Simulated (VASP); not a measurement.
# Pd (P6_3/mmc) in VASP: a series of runs, part 2 of 2

VASP 6.6.1. The steps go on from the part before.

**4. Relaxation of cell and atoms, PBE+D3(BJ)**

The input, INCAR:

```
SYSTEM = Pd
ALGO = Normal
EDIFF = 1E-6
EDIFFG = -0.01
ENCUT = 600
GGA = PE
IBRION = 2
ISIF = 3
ISMEAR = -1
IVDW = 12
LASPH = .True.
LCHARG = .False.
LREAL = .False.
LWAVE = .False.
NELM = 80
NSW = 60
PREC = Accurate
SIGMA = 0.05
```

The input, KPOINTS:

```
k-points
0
Gamma
  11 11 6
  0 0 0
```

The input, POSCAR:

```
Pd
1.0
    2.7836650458      0.0000000000      0.0000000000
   -1.3918325229      2.4107246453      0.0000000000
    0.0000000000      0.0000000000      4.6288930000
Pd
2
Direct
    0.3333333333      0.6666666667      0.2500000000
    0.6666666667      0.3333333333      0.7500000000
```

Potentials or basis: VASP PAW PBE potentials, release 64 (Pd).

Started as:

```console
$ cat potpaw_PBE.64/Pd/POTCAR > POTCAR
$ mpirun -np 1 vasp_std > vasp.out
```

OUTCAR:

```text
SYSTEM = Pd
   EDIFF = 1E-6
   EDIFFG = -0.01
   ENCUT = 600
   GGA = PE
   IBRION = 2
   ISIF = 3
   ISMEAR = -1
   IVDW = 12
   LASPH = .True.
   LREAL = .False.
   NELM = 80
   NSW = 60
   PREC = Accurate
 IVDW          = 12

 ion  position               nearest neighbor table
   1  0.333  0.667  0.250-   2 2.82   2 2.82   2 2.82   2 2.82   2 2.82   2 2.82
   2  0.667  0.333  0.750-   1 2.82   1 2.82   1 2.82   1 2.82   1 2.82   1 2.82

  LATTYP: Found a hexagonal cell.
 ALAT       =     2.7836650458
 C/A-ratio  =     1.6628771507

  Lattice vectors:

 A1 = (   2.7836650458,   0.0000000000,   0.0000000000)
 A2 = (  -1.3918325229,   2.4107246453,   0.0000000000)
 A3 = (   0.0000000000,   0.0000000000,   4.6288930000)

Analysis of symmetry for initial positions (statically):
=====================================================================
 Subroutine PRICEL returns:
 Original cell was already a primitive cell.

 Routine SETGRP: Setting up the symmetry group for a
 hexagonal supercell.

 Subroutine GETGRP returns: Found 24 space group operations
 (whereof 12 operations were pure point group operations)
 out of a pool of 24 trial point group operations.

The static configuration has the point symmetry D_3d.
 The point group associated with its full space group is D_6h.

Analysis of symmetry for dynamics (positions and initial velocities):
=====================================================================
 Subroutine PRICEL returns:
 Original cell was already a primitive cell.

 Routine SETGRP: Setting up the symmetry group for a
 hexagonal supercell.

 Subroutine GETGRP returns: Found 24 space group operations
 (whereof 12 operations were pure point group operations)
 out of a pool of 24 trial point group operations.

The dynamic configuration has the point symmetry D_3d.
 The point group associated with its full space group is D_6h.

 Subroutine INISYM returns: Found 24 space group operations
 (whereof 12 operations are pure point group operations),
 and found     1 'primitive' translations

----------------------------------------------------------------------------------------

                                     Primitive cell

  volume of cell :      31.0629

  direct lattice vectors                    reciprocal lattice vectors
[... 114 lines left out ...]
   AEXX    =    0.0000 exact exchange contribution
   IVDW    =    12    specifies the selected vdW correction
   LEPSILON=     F    determine dielectric tensor
   LRPA    =     F    only Hartree local field effects (RPA)
 conjugate gradient relaxation of ions
 non-spin polarized calculation
  energy-cutoff  :      600.00
  volume of cell :       31.06
 maximum number of plane-waves:      1061
 NGX is ok and might be reduce to    24
   NGX = 11   NGY = 11   NGZ = 19

--------------------------------------- Ionic step        1  -------------------------------------------

 number of electron      20.0000005 magnetization

 Free energy of the ion-electron system (eV)
  ---------------------------------------------------
  ext. energy  EPLUGINS =         0.00000000
  ---------------------------------------------------
  free energy    TOTEN  =       -10.37741784 eV

  energy without entropy =      -10.32927530  energy(sigma->0) =      -10.35334657

------------------------ aborting loop because EDIFF is reached ----------------------------------------

 Edisp (eV)   -1.26610

 E8    (eV) :    -0.5591
[... 31 lines left out ...]
--------------------------------------- Ionic step        2  -------------------------------------------

 number of electron      20.0000003 magnetization

 E-fermi :  11.0192     XC(G=0): -13.6226

 val. band max:       11.0168938293   @ k =   0.4545   0.0909   0.0000
 cond. band min:      11.0215821410   @ k =   0.3636   0.0000   0.0000
 fundamental gap:      0.0046883117
 Fermi energy:        11.0192282201

 k-point     1 :       0.0000    0.0000    0.0000
  band No.  band energies     occupation
      1       3.3124      2.00000
      2       5.1321      2.00000
      3       7.7047      2.00000
      4       7.9295      2.00000
      5       7.9295      2.00000
      6       8.3310      2.00000
      7       8.3310      2.00000
      8       9.1227      2.00000
      9       9.1227      2.00000
     10      10.7349      1.99324
     11      10.7349      1.99324
     12      11.6893      0.00000
     13      18.5921      0.00000
     14      28.2170      0.00000
[... 550 lines left out ...]
--------------------------------------- Ionic step        6  -------------------------------------------

 number of electron      19.9999996 magnetization

 Free energy of the ion-electron system (eV)
  ---------------------------------------------------
  ext. energy  EPLUGINS =         0.00000000
  ---------------------------------------------------
  free energy    TOTEN  =       -10.35213150 eV

  energy without entropy =      -10.30713168  energy(sigma->0) =      -10.32963159

 E-fermi :   9.7760     XC(G=0): -13.1784

 val. band max:        9.7692159758   @ k =   0.4545   0.0909   0.0000
 cond. band min:       9.7803374827   @ k =   0.3636   0.0000   0.0000
 fundamental gap:      0.0111215068
 Fermi energy:         9.7759984325

 k-point     1 :       0.0000    0.0000    0.0000
  band No.  band energies     occupation
      1       2.6345      2.00000
      2       4.4671      2.00000
      3       6.8221      2.00000
      4       7.0227      2.00000
      5       7.0227      2.00000
      6       7.3779      2.00000
      7       7.3779      2.00000
      8       8.0860      2.00000
      9       8.0860      2.00000
     10       9.5242      1.98709
     11       9.5242      1.98709
     12      10.6223      0.00000
     13      16.7860      0.00000
     14      26.9206      0.00000
[... 424 lines left out ...]
  FREE ENERGIE OF THE ION-ELECTRON SYSTEM (eV)
  ---------------------------------------------------
  free  energy   TOTEN  =       -11.6868860082 eV

  energy  without entropy=      -11.6418861891  energy(sigma->0) =      -11.66438610

 reached required accuracy - stopping structural energy minimisation
```

OSZICAR:

```text
N       E                     dE             d eps       ncg     rms          rms(c)
DAV:   1     0.119084495121E+03    0.11908E+03   -0.11635E+04  1792   0.157E+03
DAV:   2    -0.897302112865E+01   -0.12806E+03   -0.12194E+03  1876   0.302E+02
DAV:   3    -0.108861552662E+02   -0.19131E+01   -0.18851E+01  2194   0.419E+01
DAV:   4    -0.108978134492E+02   -0.11658E-01   -0.11657E-01  2056   0.302E+00
[... 38 lines left out ...]
   5 F= -.11686885E+02 E0= -.11664387E+02  d E =-.823542E-05
       N       E                     dE             d eps       ncg     rms          rms(c)
DAV:   1    -0.103521443045E+02    0.26110E-03   -0.30686E-04  1888   0.179E-01    0.238E-02
DAV:   2    -0.103521316215E+02    0.12683E-04   -0.30718E-05  1918   0.626E-02    0.664E-03
DAV:   3    -0.103521314967E+02    0.12475E-06   -0.48079E-07   920   0.643E-03
   6 F= -.11686886E+02 E0= -.11664386E+02  d E =-.915639E-05
```

CONTCAR:

```text
Pd
   1.00000000000000
     2.7359878136369691   -0.0000000000000000   -0.0000000000000000
    -1.3679939068184845    2.3694349510641510    0.0000000000000000
     0.0000000000000000    0.0000000000000000    4.5547688380606424
  Pd
     2
Direct
     0.3333333332999970    0.6666666667000030    0.2500000000000000
     0.6666666667000030    0.3333333332999970    0.7500000000000000

  0.00000000E+00  0.00000000E+00  0.00000000E+00
  0.00000000E+00  0.00000000E+00  0.00000000E+00
```

It took 47 s on 1 thread of AMD EPYC 9R45 (Zen 5), shared host; peak memory 0.16 GiB.

Results:

```
Free energy                            : -11.6869 eV
Relaxed volume                         : 14.76 Å³/atom
Relaxed cell                           : a = 2.736 Å, b = 2.736 Å, c = 4.555 Å, α = 90.00°, β = 90.00°, γ = 120.00°
Space group after relaxing (to 0.05 Å) : P6_3/mmc (No. 194)
Energy gained by relaxing              : 21.7 meV/atom
Ionic steps                            : 6
Pressure after relaxing                : -0.1 GPa
Band gap on the k mesh                 : zero (band 10 reaches 9.92 eV, above the bottom of band 11 at 9.06 eV)
Dispersion energy per atom             : -0.667 eV
```

Step by step:
```
step  energy change (eV)  largest force (eV/Å)  pressure (GPa)  volume (Å³)
   1              0.0000                0.0000           -8.46        31.06
   2              0.0505                0.0000           16.30        27.52
   3             -0.0433                0.0000           -0.15        29.54
   4             -0.0434                0.0000            0.07        29.51
   5             -0.0434                0.0000           -0.11        29.53
   6             -0.0434                0.0000           -0.06        29.53
```

Final structure:
```cif
data_structure
_symmetry_space_group_name_H-M 'P 1'
_symmetry_Int_Tables_number 1
_cell_length_a 2.7360
_cell_length_b 2.7360
_cell_length_c 4.5548
_cell_angle_alpha 90.000
_cell_angle_beta 90.000
_cell_angle_gamma 120.000
_cell_volume 29.53
loop_
_atom_site_label
_atom_site_type_symbol
_atom_site_fract_x
_atom_site_fract_y
_atom_site_fract_z
_atom_site_occupancy
Pd1 Pd 0.33333 0.66667 0.25000 1
Pd2 Pd 0.66667 0.33333 0.75000 1
```

Levels at points of the mesh, in eV from the Fermi level:
```tsv
k point	band 6	band 7	band 8	band 9	band 10	band 11	band 12	band 13	band 14
(0.00, 0.00, 0.00)	-2.40	-2.40	-1.69	-1.69	-0.25	-0.25	0.85	7.01	17.14
(0.00, 0.00, 0.50)	-2.80	-2.80	-2.80	-0.72	-0.72	-0.72	-0.72	14.10	14.10
```

Caveat: pairwise dispersion overbinds metals, which lowers pressure and volume.

**5. Relaxation of cell and atoms, PBE+D4**

The input, INCAR:

```
ALGO = Normal
EDIFF = 1E-6
EDIFFG = -0.01
ENCUT = 600
GGA = PE
IBRION = 2
ISIF = 3
ISMEAR = -1
IVDW = 13
LASPH = True
LCHARG = False
LREAL = False
LWAVE = False
NELM = 80
NSW = 60
PREC = Accurate
SIGMA = 0.05
```

The input, KPOINTS:

```
k-points
0
Gamma
  11 11 6
```

POSCAR is that of step 4.

Started as:

```console
$ cat potpaw_PBE.64/Pd/POTCAR > POTCAR
$ mpirun -np 1 vasp_std > vasp.out
```

Wall time 53 s (1 thread of AMD EPYC 9R45 (Zen 5), shared host); peak memory 0.15 GiB.

The run converged. Its results:

```
Free energy                            : -11.3389 eV
Relaxed volume                         : 14.96 Å³/atom
Relaxed cell                           : a = 2.748 Å, b = 2.748 Å, c = 4.575 Å, α = 90.00°, β = 90.00°, γ = 120.00°
Space group after relaxing (to 0.05 Å) : P6_3/mmc (No. 194)
Energy gained by relaxing              : 11.8 meV/atom
Ionic steps                            : 6
Pressure after relaxing                : -0.1 GPa
Band gap on the k mesh                 : zero (band 10 reaches 9.70 eV, above the bottom of band 11 at 8.85 eV)
Dispersion energy per atom             : -0.486 eV
```

Stress tensor (GPa, compression positive):
```
-0.09  0.00  0.00
 0.00 -0.09  0.00
 0.00  0.00 -0.01
```

Step by step:
```csv
step,energy change (eV),largest force (eV/Å),pressure (GPa),volume (Å³)
1,0.0000,0.0000,-6.24,31.06
2,0.0237,0.0000,10.80,28.42
3,-0.0236,0.0000,-0.06,29.92
4,-0.0236,0.0000,0.09,29.90
5,-0.0236,0.0000,-0.12,29.93
6,-0.0236,0.0000,-0.06,29.92
```

Final structure:
```cif
data_structure
_symmetry_space_group_name_H-M 'P 1'
_symmetry_Int_Tables_number 1
_cell_length_a 2.7479
_cell_length_b 2.7479
_cell_length_c 4.5753
_cell_angle_alpha 90.000
_cell_angle_beta 90.000
_cell_angle_gamma 120.000
_cell_volume 29.92
loop_
_atom_site_label
_atom_site_type_symbol
_atom_site_fract_x
_atom_site_fract_y
_atom_site_fract_z
_atom_site_occupancy
Pd1 Pd 0.33333 0.66667 0.25000 1
Pd2 Pd 0.66667 0.33333 0.75000 1
```

Levels at points of the mesh, in eV from the Fermi level:
| k point | band 7 | band 8 | band 9 | band 10 | band 11 | band 12 | band 13 | band 14 |
| --- | --- | --- | --- | --- | --- | --- | --- | --- |
| (0.00, 0.00, 0.00) | -2.35 | -1.65 | -1.65 | -0.25 | -0.25 | 0.88 | 6.91 | 17.13 |
| (0.00, 0.00, 0.50) | -2.74 | -2.74 | -0.70 | -0.70 | -0.70 | -0.70 | 13.99 | 13.99 |

Caveat: pairwise dispersion overbinds metals, which lowers pressure and volume.

**6. Relaxation of cell and atoms, PBEsol+D3(BJ)**

The input, INCAR:

```
PREC = Accurate ; ENCUT = 600
EDIFF = 1E-6 ; ISMEAR = -1
SIGMA = 0.05 ; LREAL = F
LASPH = T ; NELM = 100
ALGO = Normal ; ISIF = 3
LWAVE = F ; LCHARG = F
GGA = PS ; IVDW = 12
IBRION = 2 ; NSW = 60
EDIFFG = -0.01
```

The input, KPOINTS:

```
regular mesh
0
Gamma
  11 11 6
```

POSCAR is that of step 5.

Potentials or basis: VASP PAW PBE potentials, release 64 (Pd).

Started as:

```console
$ cat potpaw_PBE.64/Pd/POTCAR > POTCAR
$ mpirun -np 1 vasp_std > vasp.out
```

It took 76 s on 1 thread of AMD EPYC 9R45 (Zen 5), shared host; peak memory 0.17 GiB.

The run converged. Its results:

```
Free energy                            : -13.1375 eV
Relaxed volume                         : 14.12 Å³/atom
Relaxed cell                           : a = 2.696 Å, b = 2.696 Å, c = 4.486 Å, α = 90.00°, β = 90.00°, γ = 120.00°
Space group after relaxing (to 0.05 Å) : P6_3/mmc (No. 194)
Energy gained by relaxing              : 82.5 meV/atom
Ionic steps                            : 7
Pressure after relaxing                : 0.0 GPa
Band gap on the k mesh                 : zero (band 10 reaches 10.57 eV, above the bottom of band 11 at 9.63 eV)
Dispersion energy per atom             : -0.650 eV
```

Step by step:
| step | energy change (eV) | largest force (eV/Å) | pressure (GPa) | volume (Å³) |
| --- | --- | --- | --- | --- |
| 1 | 0.0000 | 0.0000 | -16.80 | 31.06 |
| 2 | 0.3685 | 0.0000 | 50.89 | 24.30 |
| 3 | -0.1646 | 0.0000 | -0.90 | 28.34 |
| 4 | -0.1649 | 0.0000 | -0.22 | 28.26 |
| 5 | -0.1649 | 0.0000 | 0.22 | 28.20 |
| 6 | -0.1649 | 0.0000 | -0.35 | 28.27 |
| 7 | -0.1650 | 0.0000 | 0.00 | 28.23 |

Final structure:
```
Pd
1.0
     2.69556    0.00000    0.00000
    -1.34778    2.33442    0.00000
     0.00000    0.00000    4.48627
Pd
2
Direct
  0.33333 0.66667 0.25000
  0.66667 0.33333 0.75000
```

Levels at points of the mesh, in eV from the Fermi level:
```tsv
k point	band 8	band 9	band 10	band 11	band 12	band 13
(0.00, 0.00, 0.00)	-1.83	-1.83	-0.27	-0.27	0.64	7.31
(0.00, 0.00, 0.50)	-3.02	-0.77	-0.77	-0.77	-0.77	14.39
```

Caveat: the PAW data sets were made with another functional, which shifts forces and pressure a little; pairwise dispersion overbinds metals, which lowers pressure and volume.

**7. Overview**

```tsv
task	level	cell	cutoff (eV)	smearing	gap on the mesh (eV)	pressure (GPa)	relaxed volume (Å³/atom)
single point	PBE	as given	520	gaussian 0.025 eV	none	-1.8	-
single point	PBE	as given	520	gaussian 0.026 eV	none	-1.8	-
relaxation of cell and atoms	PBE+D3(BJ)	relaxed	600	fermi-dirac 0.05 eV	none	-0.1	14.76
relaxation of cell and atoms	PBE+D4	relaxed	600	fermi-dirac 0.05 eV	none	-0.1	14.96
relaxation of cell and atoms	PBEsol+D3(BJ)	relaxed	600	fermi-dirac 0.05 eV	none	0.0	14.12
```

Alike in all rows: potentials or basis VASP PAW PBE potentials, release 64 (Pd); no spin polarisation; k mesh 11 × 11 × 6.

Caveats: pairwise dispersion overbinds metals, which lowers pressure and volume (some runs); the PAW data sets were made with another functional, which shifts forces and pressure a little (some runs).

Absolute energies hang on the potentials; compare differences alone.
